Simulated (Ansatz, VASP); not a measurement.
One calculation of Ta, two programs

```xyz
1
Lattice="-1.6926 1.6100 1.6513 1.6926 -1.6100 1.6513 1.6926 1.6100 -1.6513" Properties=species:S:1:pos:R:3 pbc="T T T"
Ta    0.0000    0.0000    0.0000
```

Change from the starting cell: strain +0.0250 x Voigt [1, -1, 0, 0, 0, 0], atoms carried along.

Alike in both runs: task single point; functional PBE; k mesh 20 × 20 × 20; occupations gaussian, width 0.15 eV; no spin polarisation.

```csv
,VASP,Ansatz
version,VASP 6.6.1,Ansatz 0.2.0
potentials or method,"VASP PAW PBE potentials, release 64 (Ta_pv), cutoff 520 eV","scalar-relativistic, plane waves, PAW"
valence electrons in the cell,11,13
```

VASP gave:

| Property | Result |
| --- | --- |
| gap on the k mesh at the Fermi level (eV) | none |
| pressure (GPa) | 3.6 |
| traceless stress, the component that is largest in VASP (GPa) | 2.82 |

**Question.** Estimate Ansatz's values.

**Answer.** gap on the k mesh at the Fermi level (eV): none; pressure (GPa): 3.4; traceless stress, the component that is largest in VASP (GPa): 2.83.

A gap of «none» marks a metal or a gap that the smearing closes. VASP's potentials hold 11 valence electrons a cell and Ansatz's 13, so a difference there can come from the potentials and not from the codes.

Neither program's run includes spin-orbit coupling.
